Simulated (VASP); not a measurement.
# Ag (Fm-3m) in VASP: notebook

Runs on Ag. Level: LDA. Tasks: single point.

All numbers are computed with VASP 6.6.1; they aren't measurements. Logs are shortened: lines on timing, memory, paths and dates and some standing lists are left out, and cuts for length are marked.

## 1. The cell of the first run

It takes space group Fm-3m (No. 225, cubic). The conventional cell has a = 3.999 Å, b = 3.999 Å, c = 3.999 Å, α = 90.00°, β = 90.00°, γ = 90.00°. Ag (site symmetry m-3m) has 12 Ag at 2.83 Å within 3.7 Å.

## 2. Single point, LDA

The input, INCAR:

```
PREC = Accurate
ENCUT = 520
EDIFF = 1E-7
ISMEAR = -1
SIGMA = 0.1
LREAL = False
LASPH = True
NELM = 80
ALGO = Normal
ISIF = 2
LWAVE = False
LCHARG = True
LELF = True
LVHAR = True
NBANDS = 12
```

The input, KPOINTS:

```
Automatic mesh
0
Gamma
  2 2 2
```

The input, POSCAR:

```
Ag
1.0
    0.0000000000      1.9996579419      1.9996579419
    1.9996579419      0.0000000000      1.9996579419
    1.9996579419      1.9996579419      0.0000000000
Ag
1
Direct
    0.0000000000      0.0000000000      0.0000000000
```

Potentials or basis: VASP PAW LDA potentials, release 64 (Ag).

The run is started by

```sh
> cat potpaw_LDA.64/Ag/POTCAR > POTCAR
> mpirun -np 1 vasp_std > vasp.out
```

OUTCAR:

```text
PREC = Accurate
   ENCUT = 520
   EDIFF = 1E-7
   ISMEAR = -1
   LREAL = False
   LASPH = True
   NELM = 80
   ISIF = 2

 ion  position               nearest neighbor table
   1  0.000  0.000  0.000-

  LATTYP: Found a face centered cubic cell.
 ALAT       =     3.9993158838

  Lattice vectors:

 A1 = (   0.0000000000,   1.9996579419,   1.9996579419)
 A2 = (   1.9996579419,   0.0000000000,   1.9996579419)
 A3 = (   1.9996579419,   1.9996579419,   0.0000000000)

Analysis of symmetry for initial positions (statically):
=====================================================================
 Subroutine PRICEL returns:
 Original cell was already a primitive cell.

 Routine SETGRP: Setting up the symmetry group for a
 face centered cubic supercell.

 Subroutine GETGRP returns: Found 48 space group operations
 (whereof 48 operations were pure point group operations)
 out of a pool of 48 trial point group operations.

The static configuration has the point symmetry O_h .

Analysis of symmetry for dynamics (positions and initial velocities):
=====================================================================
 Subroutine PRICEL returns:
 Original cell was already a primitive cell.

 Routine SETGRP: Setting up the symmetry group for a
 face centered cubic supercell.

 Subroutine GETGRP returns: Found 48 space group operations
 (whereof 48 operations were pure point group operations)
 out of a pool of 48 trial point group operations.

The dynamic configuration has the point symmetry O_h .

 Subroutine INISYM returns: Found 48 space group operations
 (whereof 48 operations are pure point group operations),
 and found     1 'primitive' translations

----------------------------------------------------------------------------------------

                                     Primitive cell

  volume of cell :      15.9918

  direct lattice vectors                    reciprocal lattice vectors
     0.000000000  1.999657942  1.999657942    -0.250042765  0.250042765  0.250042765
     1.999657942  0.000000000  1.999657942     0.250042765 -0.250042765  0.250042765
     1.999657942  1.999657942  0.000000000     0.250042765  0.250042765 -0.250042765

  length of vectors
     2.827943382  2.827943382  2.827943382     0.433086772  0.433086772  0.433086772

  position of ions in fractional coordinates (direct lattice)
     0.000000000  0.000000000  0.000000000

  ion indices of the primitive-cell ions
   primitive index   ion index
                 1           1

----------------------------------------------------------------------------------------

 KPOINTS: Automatic mesh

Automatic generation of k-mesh.
 Grid dimensions read from file:
 generate k-points for:    2    2    2

 Generating k-lattice:

  Cartesian coordinates                     Fractional coordinates (reciprocal lattice)
    -0.125021382  0.125021382  0.125021382     0.500000000  0.000000000  0.000000000
     0.125021382 -0.125021382  0.125021382     0.000000000  0.500000000  0.000000000
     0.125021382  0.125021382 -0.125021382     0.000000000  0.000000000  0.500000000

  Length of vectors
     0.216543386  0.216543386  0.216543386

  Shift w.r.t. Gamma in fractional coordinates (k-lattice)
     0.000000000  0.000000000  0.000000000

 Subroutine IBZKPT returns following result:
 ===========================================

 Found      3 irreducible k-points:

 Following reciprocal coordinates:
            Coordinates               Weight
  0.000000  0.000000  0.000000      1.000000
  0.500000  0.000000  0.000000      4.000000
  0.500000  0.500000  0.000000      3.000000
   k-points           NKPTS =      3   k-points in BZ     NKDIM =      3   number of bands    NBANDS=     12
   number of dos      NEDOS =    301   number of ions     NIONS =      1
   total plane-waves  NPLWV =  13824
   dimension x,y,z NGX =    24 NGY =   24 NGZ =   24
   dimension x,y,z NGXF=    48 NGYF=   48 NGZF=   48
   ions per type =               1
   NGX,Y,Z   is equivalent  to a cutoff of  14.11, 14.11, 14.11 a.u.
   NGXF,Y,Z  is equivalent  to a cutoff of  28.22, 28.22, 28.22 a.u.
 SYSTEM =  unknown system
   PREC   = accura    normal or accurate (medium, high low for compatibility)
   ISTART =      0    job   : 0-new  1-cont  2-samecut
   ICHARG =      2    charge: 1-file 2-atom 10-const
   ISPIN  =      1    spin polarized calculation?
   LNONCOLLINEAR =      F non collinear calculations
   LSORBIT =      F    spin-orbit coupling
   LASPH  =      T    aspherical Exc in radial PAW
   ENCUT  =  520.0 eV  38.22 Ry    6.18 a.u.   5.26  5.26  5.26*2*pi/ulx,y,z
   NELM   =     80;   NELMIN=  2; NELMDL= -5     # of ELM steps
   EDIFF  = 0.1E-06   stopping-criterion for ELM
   LREAL  =      F    real-space projection
   EDIFFG = 0.1E-05   stopping-criterion for IOM
   NSW    =      0    number of steps for IOM
   IBRION =     -1    ionic relax: 0-MD 1-quasi-New 2-CG
   NFREE  =      0    steps in history (QN), initial steepest desc. (CG)
   ISIF   =      2    stress and relaxation
   ISYM   =      2    0-nonsym 1-usesym 2-fastsym
   POTIM  = 0.5000    time-step for ionic-motion
   TEBEG  =    0.0;   TEEND  =   0.0 temperature during run
   PSTRESS=    0.0 pullay stress
   NELECT =      11.0000    total number of electrons
   NUPDOWN=      -1.0000    fix difference up-down
   EMIN   =  10.00;   EMAX   =-10.00  energy-range for DOS
   EFERMI =   0.00;   METHOD = LEGACY
   ISMEAR =    -1;   SIGMA  =   0.10  broadening in eV -4-tet -1-fermi 0-gaus
   EFERMI_NEDOS =   21; number of points for ismear=-14 and -15
   IALGO  =     38    algorithm
   IMIX   =      4    mixing-type and parameters
     AMIX     =   0.40;   BMIX     =  1.00
     AMIX_MAG =   1.60;   BMIX_MAG =  1.00
  volume/ion in A,a.u.               =      15.99       107.92
  Fermi-wavevector in a.u.,A,eV,Ry     =   1.445129  2.730898 28.414386  2.088398
  Thomas-Fermi vector in A             =   2.563346
   LORBIT       =      0    0 simple, 1 ext, 2 COOP (PROOUT), +10 PAW based schemes
   GGA     = CA    functional components
   LHFCALC =     F    Hartree Fock is set to
   AEXX    =    0.0000 exact exchange contribution
   IVDW    =     0    specifies the selected vdW correction
   LEPSILON=     F    determine dielectric tensor
   LRPA    =     F    only Hartree local field effects (RPA)
 non-spin polarized calculation
  energy-cutoff  :      520.00
  volume of cell :       15.99
 maximum number of plane-waves:       444
 NGX is ok and might be reduce to    24
   NGX = 11   NGY = 11   NGZ = 11

 number of electron      11.0000002 magnetization

 Free energy of the ion-electron system (eV)
  ---------------------------------------------------
  ext. energy  EPLUGINS =         0.00000000
  ---------------------------------------------------
  free energy    TOTEN  =        -1.58980944 eV

  energy without entropy =       -1.53357585  energy(sigma->0) =       -1.56169264

 E-fermi :   8.5746     XC(G=0): -12.9297

 val. band max:        8.4647622755   @ k =   0.5000   0.0000   0.0000
 cond. band min:      10.5564053722   @ k =   0.5000   0.5000   0.0000
 fundamental gap:      2.0916430967
 Fermi energy:         8.5746235232

 k-point     1 :       0.0000    0.0000    0.0000
  band No.  band energies     occupation
      1       0.7657      2.00000
      2       4.4159      2.00000
      3       4.4159      2.00000
      4       4.4159      2.00000
      5       5.6581      2.00000
      6       5.6581      2.00000
      7      25.1356      0.00000
      8      29.1252      0.00000
      9      29.1252      0.00000
     10      29.1252      0.00000
     11      34.2312      0.00000
     12      35.8352      0.00000

 k-point     2 :       0.5000    0.0000    0.0000
  band No.  band energies     occupation
      1       2.4858      2.00000
      2       4.3990      2.00000
      3       4.3990      2.00000
      4       6.5742      2.00000
      5       6.5742      2.00000
      6       8.4648      1.50000
      7      13.2310      0.00000
      8      24.4276      0.00000
      9      27.4971      0.00000
     10      27.4971      0.00000
     11      32.9973      0.00000
     12      32.9973      0.00000

 k-point     3 :       0.5000    0.5000    0.0000
  band No.  band energies     occupation
      1       2.4829      2.00000
      2       2.6599      2.00000
      3       6.5540      2.00000
      4       6.8076      2.00000
      5       6.8076      2.00000
      6      10.5564      0.00000
      7      16.4975      0.00000
      8      19.9874      0.00000
      9      19.9874      0.00000
     10      27.2524      0.00000
     11      27.2946      0.00000
     12      39.1500      0.00000

------------------------ aborting loop because EDIFF is reached ----------------------------------------

  FORCE on cell =-STRESS in cart. coord.  units (eV):
  Direction    XX          YY          ZZ          XY          YZ          ZX
  --------------------------------------------------------------------------------------
  -------------------------------------------------------------------------------------
  Total        3.0988214      3.0988214      3.0988214      0.0000000      0.0000000      0.0000000
  in kB      310.4631096    310.4631096    310.4631096      0.0000000      0.0000000      0.0000000
  external PRESSURE =     310.4631096 kB  Pullay stress =       0.0000000 kB

 VOLUME and BASIS-vectors are now :
 -----------------------------------------------------------------------------
  energy-cutoff  :      520.00
  volume of cell :       15.99
      direct lattice vectors                 reciprocal lattice vectors
     0.000000000  1.999657942  1.999657942    -0.250042765  0.250042765  0.250042765
     1.999657942  0.000000000  1.999657942     0.250042765 -0.250042765  0.250042765
     1.999657942  1.999657942  0.000000000     0.250042765  0.250042765 -0.250042765

 POSITION                                       TOTAL-FORCE (eV/Angst)
 -----------------------------------------------------------------------------------
      0.00000      0.00000      0.00000        -0.000000     -0.000000      0.000000
 -----------------------------------------------------------------------------------
    total drift:                               -0.000000      0.000000     -0.000000

  FREE ENERGIE OF THE ION-ELECTRON SYSTEM (eV)
  ---------------------------------------------------
  free  energy   TOTEN  =        -1.5898094374 eV

  energy  without entropy=       -1.5335758523  energy(sigma->0) =       -1.56169264
```

It took 2 s on 1 thread of Intel Xeon Platinum 8488C (Sapphire Rapids), shared host; peak memory 0.12 GiB.

Results:

```yaml
Free_energy: -1.5898 eV
Pressure: 31.0 GPa
```

Caveat: the k points lie up to 1.36 Å⁻¹ apart.

## 3. Single point, LDA

The input, INCAR:

```
ALGO     = Normal         # electronic algorithm
EDIFF    = 1E-6           # SCF threshold, eV
ENCUT    = 520            # plane-wave cutoff, eV
GGA      = CA             # functional
ISIF     = 2              # what is computed and relaxed
ISMEAR   = -1             # smearing method
LASPH    = T              # aspherical terms in the spheres
LCHARG   = F              # write CHGCAR
LREAL    = F              # projectors in reciprocal space
LWAVE    = F              # write WAVECAR
NBANDS   = 12             # bands
NELM     = 100            # most SCF steps
PREC     = Accurate       # precision mode
SIGMA    = 0.1            # smearing width, eV
```

The input, KPOINTS:

```
k-points
0
Gamma
  4 4 4
```

POSCAR is that of step 2.

Potentials or basis: VASP PAW LDA potentials, release 64 (Ag).

The run is started by

```sh
> cat potpaw_LDA.64/Ag/POTCAR > POTCAR
> mpirun -np 1 vasp_std > vasp.out
```

Run time: 2.6 s. Hardware: 1 thread of Intel Xeon Platinum 8488C (Sapphire Rapids), shared host; peak memory 0.12 GiB.

The run converged. Its results:

| Item | Value |
| --- | --- |
| Free energy | -3.5998 eV |
| Pressure | 1.9 GPa |

Levels at points of the mesh, in eV from the Fermi level:
| k point | band 2 | band 3 | band 4 | band 5 | band 6 | band 7 | band 8 | band 9 | band 10 | band 11 |
| --- | --- | --- | --- | --- | --- | --- | --- | --- | --- | --- |
| (0.00, 0.00, 0.00) | -5.79 | -5.79 | -5.79 | -4.60 | -4.60 | 15.37 | 19.27 | 19.27 | 19.27 | 24.45 |
| (0.50, 0.00, 0.00) | -5.81 | -5.81 | -3.70 | -3.70 | -1.37 | 3.18 | 14.64 | 17.62 | 17.62 | 23.05 |
| (0.50, 0.50, 0.00) | -7.47 | -3.73 | -3.47 | -3.47 | 0.72 | 6.47 | 10.12 | 10.12 | 17.27 | 17.37 |

Caveat: the k points lie up to 0.68 Å⁻¹ apart.
